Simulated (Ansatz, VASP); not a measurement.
**One calculation of MgS, two programs**

```xyz
2
Lattice="0.0000 2.6151 2.6151 2.6151 0.0000 2.6151 2.6151 2.6151 0.0000" Properties=species:S:1:pos:R:3 pbc="T T T"
Mg    2.6151    2.6151    2.6151
S     0.0000    0.0000    0.0000
```

Alike in both runs: task single point; functional r2SCAN; k mesh 8 × 8 × 8; occupations gaussian, width 0.02 eV; no spin polarisation.

|  | VASP | Ansatz |
| --- | --- | --- |
| version | VASP 6.6.1 | Ansatz 0.2.0 |
| potentials or method | VASP PAW PBE potentials, release 64 (Mg, S), cutoff 520 eV | scalar-relativistic, plane waves, PAW |
| valence electrons in the cell | 8 | 16 |

|  | VASP | Ansatz | Ansatz less VASP |
| --- | --- | --- | --- |
| gap on the k mesh at the Fermi level (eV) | 3.40 | 3.43 | +0.029 |
| least direct gap on the mesh (eV) | 4.49 | 4.51 | +0.026 |
| pressure (GPa) | -1.7 | -1.2 | +0.46 |

VASP's potentials were made for PBE, not for r2SCAN. VASP's potentials hold 8 valence electrons a cell and Ansatz's 16, so a difference there can come from the potentials and not from the codes.
